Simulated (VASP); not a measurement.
Here is a VASP 6.6.1 calculation.

Contents of INCAR:

```
PREC     = Accurate       # precision mode
ENCUT    = 520            # plane-wave cutoff, eV
EDIFF    = 1E-6           # SCF threshold, eV
ISMEAR   = 0              # smearing method
SIGMA    = 0.02           # smearing width, eV
LREAL    = Auto         
LASPH    = T              # aspherical terms in the spheres
NELM     = 60             # most SCF steps
ALGO     = Normal         # electronic algorithm
ISIF     = 2              # what is computed and relaxed
LWAVE    = F              # write WAVECAR
LCHARG   = T              # write CHGCAR
GGA      = PE             # functional
LELF     = T              # ELF
LVHAR    = T            
NELECT   = 74.0         
NBANDS   = 52             # bands
```

KPOINTS

```
regular mesh
0
Gamma
  2 2 2
```

POSCAR

```
CuSi16
1.0
    0.0000000000      5.4300000000      5.4300000000
    5.4300000000      0.0000000000      5.4300000000
    5.4300000000      5.4300000000      0.0000000000
Si Cu
16 1
Direct
    0.0088418048      0.0193134438     -0.0413537753
    0.1204898711      0.1145609576      0.1209421731
   -0.0023698895     -0.0010829650      0.4937383978
    0.1390957643      0.1371349908      0.5867088398
   -0.0127588398      0.5064757827      0.0031975138
    0.1182484346      0.6483206262      0.1187335175
   -0.0020051565      0.5111440147      0.4917852670
    0.1165464088      0.6254001842      0.6317314917
    0.5046668508     -0.0180106814      0.0054990792
    0.6411716390      0.1176723757      0.1210578269
    0.5112124309     -0.0023299263      0.4938291897
    0.6257358195      0.1162827808      0.6335523941
    0.5026462247      0.5090966851      0.0054307551
    0.6182393186      0.6098453959      0.1596238490
    0.4890165746      0.4902760589      0.5311668508
    0.6261436464      0.6240600368      0.6337865562
    0.2934061694      0.2966444751      1.1158866483
```

Potentials or basis: VASP PAW PBE potentials, release 64 (Si, Cu).

Command:

```bash
$ cat potpaw_PBE.64/Si/POTCAR potpaw_PBE.64/Cu/POTCAR > POTCAR
$ mpirun -np 1 vasp_std > vasp.out
```

What does it give for the largest force?

0.115 eV/Å.

Forces on the atoms (eV/Å):
```
Si  -0.003 -0.005  0.005
Si   0.003 -0.012 -0.007
Si  -0.003  0.003 -0.003
Si   0.004 -0.006  0.004
Si  -0.005 -0.012 -0.004
Si   0.015 -0.014  0.010
Si  -0.005  0.001  0.000
Si  -0.014  0.007  0.012
Si  -0.012  0.001  0.005
Si  -0.009  0.015  0.019
Si  -0.004 -0.012 -0.001
Si  -0.001 -0.006  0.005
Si  -0.010  0.001  0.007
Si   0.000 -0.008  0.006
Si  -0.013 -0.012  0.013
Si  -0.007 -0.008 -0.002
Cu   0.064  0.065 -0.070
```

Caveat: the k points lie up to 0.50 Å⁻¹ apart; the cell carries a net charge on a neutralising background, which shifts energy and pressure.
